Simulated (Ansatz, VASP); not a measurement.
**AgCl: VASP beside Ansatz**

```
Ag Cl
1.0
     0.00000    2.80602    2.80602
     2.80602    0.00000    2.80602
     2.80602    2.80602    0.00000
Ag Cl
1 1
Cartesian
  2.8900 2.8060 2.8060
  -0.2556 0.0000 0.0000
```

Change from the starting cell: mode 4 frozen in at -0.256 Å and mode 5 at +0.000 Å (largest displacements).

Alike in both runs: task single point; functional PBE; k mesh 8 × 8 × 8; occupations gaussian, width 0.05 eV; no spin polarisation.

|  | VASP | Ansatz |
| --- | --- | --- |
| version | VASP 6.6.1 | Ansatz 0.2.0 |
| potentials or method | VASP PAW PBE potentials, release 64 (Ag, Cl), cutoff 520 eV | scalar-relativistic, plane waves, PAW |
| valence electrons in the cell | 18 | 26 |

|  | VASP | Ansatz | Ansatz less VASP |
| --- | --- | --- | --- |
| gap on the k mesh at the Fermi level (eV) | 1.05 | 1.05 | +0.004 |
| least direct gap on the mesh (eV) | 2.04 | 2.04 | +0.003 |
| pressure (GPa) | 1.7 | 1.9 | +0.13 |
| traceless stress, the component that is largest in VASP (GPa) | 3.43 | 3.44 | +0.013 |
| rms of the force components (eV/Å) | 0.342 | 0.344 | +0.0023 |

Atom by atom the forces differ by 0.002 eV/Å (rms over components). VASP's potentials hold 18 valence electrons a cell and Ansatz's 26, so a difference there can come from the potentials and not from the codes.
